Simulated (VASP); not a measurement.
# Sn2GeSe3 (R-3m) in VASP: further runs

Runs on Sn2GeSe3. Level: PBE. Tasks: single point.

Everything below comes from runs of VASP 6.6.1. Logs are shortened: lines on timing, memory, paths and dates and some standing lists are left out, and cuts for length are marked.

### 1 The cell of the first run

It takes space group R-3m (No. 166, trigonal). Conventional cell: a = 7.505 Å, b = 7.505 Å, c = 10.357 Å, α = 90.00°, β = 90.00°, γ = 120.00°. Within 3.7 Å of Sn (site symmetry 3m) lie 3 Se at 2.78 Å and 1 Sn at 3.42 Å and 1 Ge at 3.47 Å. Ge (site symmetry -3m) has 6 Se at 2.77 Å and 2 Sn at 3.47 Å within 3.7 Å. Within 3.7 Å of Se (site symmetry 2/m) lie 2 Ge at 2.77 Å and 2 Sn at 2.78 Å.

### 2 Single point, PBE

INCAR

```
SYSTEM = Sn2GeSe3
ALGO     = Normal         ! electronic algorithm
EDIFF    = 1E-6           ! SCF threshold, eV
ENCUT    = 520            ! plane-wave cutoff, eV
GGA      = PE             ! functional
ISIF     = 2              ! what is computed and relaxed
ISMEAR   = 0              ! smearing method
LASPH    = .TRUE.         ! aspherical terms in the spheres
LCHARG   = .FALSE.        ! write CHGCAR
LREAL    = .FALSE.        ! projectors in reciprocal space
LWAVE    = .FALSE.        ! write WAVECAR
NBANDS   = 39             ! bands
NELM     = 80             ! most SCF steps
PREC     = Accurate       ! precision mode
SIGMA    = 0.1            ! smearing width, eV
```

KPOINTS

```
k-points
0
G
  3 3 3
  0 0 0
```

POSCAR

```
Sn2GeSe3
1.0
    3.7524686576      2.1664887896      3.4523094851
   -3.7524686576      2.1664887896      3.4523094851
    0.0000000000     -4.3329775792      3.4523094851
Sn Ge Se
2 1 3
Direct
    0.6652951511      0.6652951511      0.6652951511
    0.3347048489      0.3347048489      0.3347048489
    0.0000000000      0.0000000000      0.0000000000
    0.0000000000      0.5000000000      0.0000000000
    0.5000000000      0.0000000000      0.0000000000
    0.0000000000      0.0000000000      0.5000000000
```

Potentials or basis: VASP PAW PBE potentials, release 64 (Sn_d, Ge_d, Se).

Started as:

```sh
$ cat potpaw_PBE.64/Sn_d/POTCAR potpaw_PBE.64/Ge_d/POTCAR potpaw_PBE.64/Se/POTCAR > POTCAR
$ mpirun -np 1 vasp_std > vasp.out
```

OUTCAR:

```text
SYSTEM = Sn2GeSe3
   EDIFF = 1E-6
   ENCUT = 520
   GGA = PE
   ISIF = 2
   ISMEAR = 0
   LASPH = .TRUE.
   LREAL = .FALSE.
   NELM = 80
   PREC = Accurate

 ion  position               nearest neighbor table
   1  0.665  0.665  0.665-   4 2.78   5 2.78   6 2.78   2 3.42
   2  0.335  0.335  0.335-   4 2.78   5 2.78   6 2.78   1 3.42
   3  0.000  0.000  0.000-   4 2.77   5 2.77   4 2.77   5 2.77   6 2.77   6 2.77
   4  0.000  0.500  0.000-   3 2.77   3 2.77   1 2.78   2 2.78
   5  0.500  0.000  0.000-   3 2.77   3 2.77   1 2.78   2 2.78
   6  0.000  0.000  0.500-   3 2.77   3 2.77   1 2.78   2 2.78

  LATTYP: Found a trigonal (rhomboedric) cell.
 ALAT       =     5.5401385797
 COS(alpha) =     0.0824644791

  Lattice vectors:

 A1 = (   3.7524686576,   2.1664887896,   3.4523094851)
 A2 = (  -3.7524686576,   2.1664887896,   3.4523094851)
 A3 = (   0.0000000000,  -4.3329775792,   3.4523094851)

Analysis of symmetry for initial positions (statically):
=====================================================================
 Subroutine PRICEL returns:
 Original cell was already a primitive cell.

 Routine SETGRP: Setting up the symmetry group for a
 trigonal (rhombohedral) supercell.

 Subroutine GETGRP returns: Found 12 space group operations
 (whereof 12 operations were pure point group operations)
 out of a pool of 12 trial point group operations.

The static configuration has the point symmetry D_3d.

Analysis of symmetry for dynamics (positions and initial velocities):
=====================================================================
 Subroutine PRICEL returns:
 Original cell was already a primitive cell.

 Routine SETGRP: Setting up the symmetry group for a
 trigonal (rhombohedral) supercell.

 Subroutine GETGRP returns: Found 12 space group operations
 (whereof 12 operations were pure point group operations)
 out of a pool of 12 trial point group operations.

The dynamic configuration has the point symmetry D_3d.

 Subroutine INISYM returns: Found 12 space group operations
 (whereof 12 operations are pure point group operations),
 and found     1 'primitive' translations

----------------------------------------------------------------------------------------

                                     Primitive cell

  volume of cell :     168.3971

  direct lattice vectors                    reciprocal lattice vectors
     3.752468658  2.166488790  3.452309485     0.133245617  0.076929393  0.096553723
    -3.752468658  2.166488790  3.452309485    -0.133245617  0.076929393  0.096553723
     0.000000000 -4.332977579  3.452309485     0.000000000 -0.153858785  0.096553723

  length of vectors
     5.540138580  5.540138580  5.540138580     0.181645664  0.181645664  0.181645664

  position of ions in fractional coordinates (direct lattice)
     0.665295151  0.665295151  0.665295151
     0.334704849  0.334704849  0.334704849
     0.000000000  0.000000000  0.000000000
     1.000000000  0.500000000  1.000000000
     0.500000000  1.000000000  1.000000000
     1.000000000  1.000000000  0.500000000

  ion indices of the primitive-cell ions
   primitive index   ion index
                 1           1
                 2           2
                 3           3
                 4           4
                 5           5
                 6           6

----------------------------------------------------------------------------------------

 KPOINTS: k-points

Automatic generation of k-mesh.
 Grid dimensions read from file:
 generate k-points for:    3    3    3

 Generating k-lattice:

  Cartesian coordinates                     Fractional coordinates (reciprocal lattice)
     0.044415206  0.025643131  0.032184574     0.333333333 -0.000000000 -0.000000000
    -0.044415206  0.025643131  0.032184574    -0.000000000  0.333333333 -0.000000000
     0.000000000 -0.051286262  0.032184574    -0.000000000 -0.000000000  0.333333333

  Length of vectors
     0.060548555  0.060548555  0.060548555

  Shift w.r.t. Gamma in fractional coordinates (k-lattice)
     0.000000000  0.000000000  0.000000000

 Subroutine IBZKPT returns following result:
 ===========================================

 Found      6 irreducible k-points:

 Following reciprocal coordinates:
            Coordinates               Weight
  0.000000  0.000000  0.000000      1.000000
  0.333333  0.000000  0.000000      6.000000
  0.333333  0.333333  0.000000      6.000000
 -0.333333  0.333333  0.000000      6.000000
  0.333333  0.333333  0.333333      2.000000
 -0.333333  0.333333  0.333333      6.000000
   k-points           NKPTS =      6   k-points in BZ     NKDIM =      6   number of bands    NBANDS=     39
   number of dos      NEDOS =    301   number of ions     NIONS =      6
   total plane-waves  NPLWV =  74088
   dimension x,y,z NGX =    42 NGY =   42 NGZ =   42
   dimension x,y,z NGXF=    84 NGYF=   84 NGZF=   84
   ions per type =               2   1   3
   NGX,Y,Z   is equivalent  to a cutoff of  12.60, 12.60, 12.60 a.u.
   NGXF,Y,Z  is equivalent  to a cutoff of  25.21, 25.21, 25.21 a.u.
 SYSTEM =  Sn2GeSe3
   PREC   = accura    normal or accurate (medium, high low for compatibility)
   ISTART =      0    job   : 0-new  1-cont  2-samecut
   ICHARG =      2    charge: 1-file 2-atom 10-const
   ISPIN  =      1    spin polarized calculation?
   LNONCOLLINEAR =      F non collinear calculations
   LSORBIT =      F    spin-orbit coupling
   LASPH  =      T    aspherical Exc in radial PAW
   ENCUT  =  520.0 eV  38.22 Ry    6.18 a.u.  10.30 10.30 10.30*2*pi/ulx,y,z
   NELM   =     80;   NELMIN=  2; NELMDL= -5     # of ELM steps
   EDIFF  = 0.1E-05   stopping-criterion for ELM
   LREAL  =      F    real-space projection
   EDIFFG = 0.1E-04   stopping-criterion for IOM
   NSW    =      0    number of steps for IOM
   IBRION =     -1    ionic relax: 0-MD 1-quasi-New 2-CG
   NFREE  =      0    steps in history (QN), initial steepest desc. (CG)
   ISIF   =      2    stress and relaxation
   ISYM   =      2    0-nonsym 1-usesym 2-fastsym
   POTIM  = 0.5000    time-step for ionic-motion
   TEBEG  =    0.0;   TEEND  =   0.0 temperature during run
   PSTRESS=    0.0 pullay stress
   NELECT =      60.0000    total number of electrons
   NUPDOWN=      -1.0000    fix difference up-down
   EMIN   =  10.00;   EMAX   =-10.00  energy-range for DOS
   EFERMI =   0.00;   METHOD = LEGACY
   ISMEAR =     0;   SIGMA  =   0.10  broadening in eV -4-tet -1-fermi 0-gaus
   EFERMI_NEDOS =   21; number of points for ismear=-14 and -15
   IALGO  =     38    algorithm
   IMIX   =      4    mixing-type and parameters
     AMIX     =   0.40;   BMIX     =  1.00
     AMIX_MAG =   1.60;   BMIX_MAG =  1.00
  volume/ion in A,a.u.               =      28.07       189.40
  Fermi-wavevector in a.u.,A,eV,Ry     =   1.160594  2.193205 18.326762  1.346979
  Thomas-Fermi vector in A             =   2.297175
   LORBIT       =      0    0 simple, 1 ext, 2 COOP (PROOUT), +10 PAW based schemes
   GGA     = PE    functional components
   LHFCALC =     F    Hartree Fock is set to
   AEXX    =    0.0000 exact exchange contribution
   IVDW    =     0    specifies the selected vdW correction
   LEPSILON=     F    determine dielectric tensor
   LRPA    =     F    only Hartree local field effects (RPA)
 non-spin polarized calculation
 Gauss-broadening in eV      SIGMA  =   0.10
  energy-cutoff  :      520.00
  volume of cell :      168.40
 maximum number of plane-waves:      4545
 NGX is ok and might be reduce to    42
   NGX = 21   NGY = 21   NGZ = 21

 number of electron      60.0000005 magnetization

 Free energy of the ion-electron system (eV)
  ---------------------------------------------------
  ext. energy  EPLUGINS =         0.00000000
  ---------------------------------------------------
  free energy    TOTEN  =       -24.03808292 eV

  energy without entropy =      -24.03318802  energy(sigma->0) =      -24.03563547

 E-fermi :   3.9950     XC(G=0):  -9.2533

 val. band max:        3.9712157497   @ k =   0.0000   0.0000   0.0000
 cond. band min:       4.0051834695   @ k =   0.0000   0.0000   0.0000
 fundamental gap:      0.0339677198
 Fermi energy:         3.9950085336

 k-point     1 :       0.0000    0.0000    0.0000
  band No.  band energies     occupation
      1     -20.1570      2.00000
      2     -20.1570      2.00000
      3     -20.1523      2.00000
      4     -20.1417      2.00000
      5     -20.1417      2.00000
      6     -17.5942      2.00000
[... 31 lines left out ...]
     38       9.3275      0.00000
     39      10.3904      0.00000

 k-point     2 :       0.3333    0.0000    0.0000
  band No.  band energies     occupation
      1     -20.1570      2.00000
      2     -20.1564      2.00000
      3     -20.1523      2.00000
      4     -20.1418      2.00000
      5     -20.1417      2.00000
      6     -17.5941      2.00000
[... 31 lines left out ...]
     38      10.2387      0.00000
     39      10.3421      0.00000

 k-point     3 :       0.3333    0.3333    0.0000
  band No.  band energies     occupation
      1     -20.1567      2.00000
      2     -20.1561      2.00000
      3     -20.1523      2.00000
      4     -20.1418      2.00000
      5     -20.1418      2.00000
      6     -17.5964      2.00000
[... 31 lines left out ...]
     38       8.9063      0.00000
     39      10.5160      0.00000

 k-point     4 :      -0.3333    0.3333    0.0000
  band No.  band energies     occupation
      1     -20.1567      2.00000
      2     -20.1561      2.00000
      3     -20.1523      2.00000
      4     -20.1418      2.00000
      5     -20.1417      2.00000
      6     -17.5960      2.00000
[... 31 lines left out ...]
     38       9.0377      0.00000
     39      10.3833      0.00000

 k-point     5 :       0.3333    0.3333    0.3333
  band No.  band energies     occupation
      1     -20.1561      2.00000
      2     -20.1561      2.00000
      3     -20.1524      2.00000
      4     -20.1418      2.00000
      5     -20.1418      2.00000
      6     -17.5948      2.00000
[... 31 lines left out ...]
     38       8.5745      0.00000
     39       9.3559      0.00000

 k-point     6 :      -0.3333    0.3333    0.3333
  band No.  band energies     occupation
      1     -20.1561      2.00000
      2     -20.1561      2.00000
      3     -20.1524      2.00000
      4     -20.1418      2.00000
      5     -20.1418      2.00000
      6     -17.5955      2.00000
[... 31 lines left out ...]
     38       8.2332      0.00000
     39       9.9210      0.00000

------------------------ aborting loop because EDIFF is reached ----------------------------------------

  FORCE on cell =-STRESS in cart. coord.  units (eV):
  Direction    XX          YY          ZZ          XY          YZ          ZX
  --------------------------------------------------------------------------------------
  -------------------------------------------------------------------------------------
  Total        0.2410373      0.2410373     -0.0494625      0.0000000      0.0000000      0.0000000
  in kB        2.2932974      2.2932974     -0.4706000      0.0000000      0.0000000      0.0000000
  external PRESSURE =       1.3719983 kB  Pullay stress =       0.0000000 kB

 VOLUME and BASIS-vectors are now :
 -----------------------------------------------------------------------------
  energy-cutoff  :      520.00
  volume of cell :      168.40
      direct lattice vectors                 reciprocal lattice vectors
     3.752468658  2.166488790  3.452309485     0.133245617  0.076929393  0.096553723
    -3.752468658  2.166488790  3.452309485    -0.133245617  0.076929393  0.096553723
     0.000000000 -4.332977579  3.452309485     0.000000000 -0.153858785  0.096553723

 POSITION                                       TOTAL-FORCE (eV/Angst)
 -----------------------------------------------------------------------------------
      0.00000      0.00000      6.89041        -0.000000     -0.000000     -0.008070
      0.00000      0.00000      3.46651        -0.000000     -0.000000      0.008070
      0.00000      0.00000      0.00000        -0.000000     -0.000000     -0.000000
     -1.87623      1.08324      1.72615        -0.000000     -0.000000      0.000000
      1.87623      1.08324      1.72615        -0.000000      0.000000     -0.000000
      0.00000     -2.16649      1.72615         0.000000      0.000000     -0.000000
 -----------------------------------------------------------------------------------
    total drift:                                0.000000      0.000000     -0.000000

  FREE ENERGIE OF THE ION-ELECTRON SYSTEM (eV)
  ---------------------------------------------------
  free  energy   TOTEN  =       -24.0380829152 eV

  energy  without entropy=      -24.0331880231  energy(sigma->0) =      -24.03563547
```

Wall time 28 s (1 thread of Intel Xeon 6975P-C (Granite Rapids), shared host); peak memory 0.26 GiB.

What came out:

```yaml
Free_energy: -24.0381 eV
Pressure: 0.1 GPa
Largest_force: 0.008 eV/Å
Band_gap_on_the_k_mesh: 0.03 eV, direct
```

Forces on the atoms (eV/Å):
```
Sn   0.000  0.000 -0.008
Sn   0.000  0.000  0.008
Ge   0.000  0.000  0.000
Se   0.000  0.000  0.000
Se   0.000  0.000  0.000
Se   0.000  0.000  0.000
```

Caveat: spin-orbit coupling is left out, which moves the levels of the heavy elements.

### 3 Single point, PBE

This run uses another cell than the first one, of 28.84 Å³/atom, 1.028 times its volume.

INCAR

```
SYSTEM = Sn2GeSe3
ALGO = Normal ; EDIFF = 1E-6
ENCUT = 520 ; GGA = PE
ISIF = 2 ; ISMEAR = 0
LASPH = .True. ; LCHARG = .True.
LELF = .True. ; LREAL = .False.
LVHAR = .True. ; LWAVE = .False.
NBANDS = 39 ; NELM = 100
PREC = Accurate ; SIGMA = 0.1
```

KPOINTS

```
k-points
0
Gamma
  3 3 3
  0 0 0
```

POSCAR

```
Sn2GeSe3
1.0
    3.1770397600      1.8342647600      4.9491167900
   -3.1770397600      1.8342647600      4.9491167900
    0.0000000000     -3.6685295200      4.9491167900
Sn Ge Se
2 1 3
Direct
    0.6277570100      0.6277570100      0.6277570100
    0.3722429900      0.3722429900      0.3722429900
    0.0000000000      0.0000000000      0.0000000000
    0.0000000000      0.5000000000      0.0000000000
    0.5000000000      0.0000000000      0.0000000000
    0.0000000000      0.0000000000      0.5000000000
```

Potentials or basis: VASP PAW PBE potentials, release 64 (Sn_d, Ge_d, Se).

Started as:

```sh
$ cat potpaw_PBE.64/Sn_d/POTCAR potpaw_PBE.64/Ge_d/POTCAR potpaw_PBE.64/Se/POTCAR > POTCAR
$ mpirun -np 1 vasp_std > vasp.out
```

It took 27 s on 1 thread of Intel Xeon 6975P-C (Granite Rapids), shared host; peak memory 0.32 GiB.

Results (log left out):

```yaml
Free_energy: -20.3958 eV
Pressure: -6.0 GPa
Largest_force: 0.184 eV/Å
Band_gap_on_the_k_mesh: zero (band 30 reaches 4.67 eV, above the bottom of band 31 at 4.33 eV)
```

Forces in eV/Å, atoms in the order of the input:
```
Sn   0.000  0.000  0.184
Sn   0.000  0.000 -0.184
Ge   0.000  0.000  0.000
Se   0.000  0.000  0.000
Se   0.000  0.000  0.000
Se   0.000  0.000  0.000
```

Stress tensor (GPa, compression positive):
```
-4.65  0.00  0.00
 0.00 -4.65  0.00
 0.00  0.00 -8.84
```

Levels at points of the mesh, in eV from the Fermi level:
```
           k point  band 26  band 27  band 28  band 29  band 30  band 31  band 32  band 33  band 34  band 35
(0.00, 0.00, 0.00)    -2.70    -2.70    -0.98    -0.98    -0.86     0.50     0.98     0.98     2.06     2.06
```

Caveat: the k points lie up to 0.41 Å⁻¹ apart; spin-orbit coupling is left out, which moves the levels of the heavy elements.
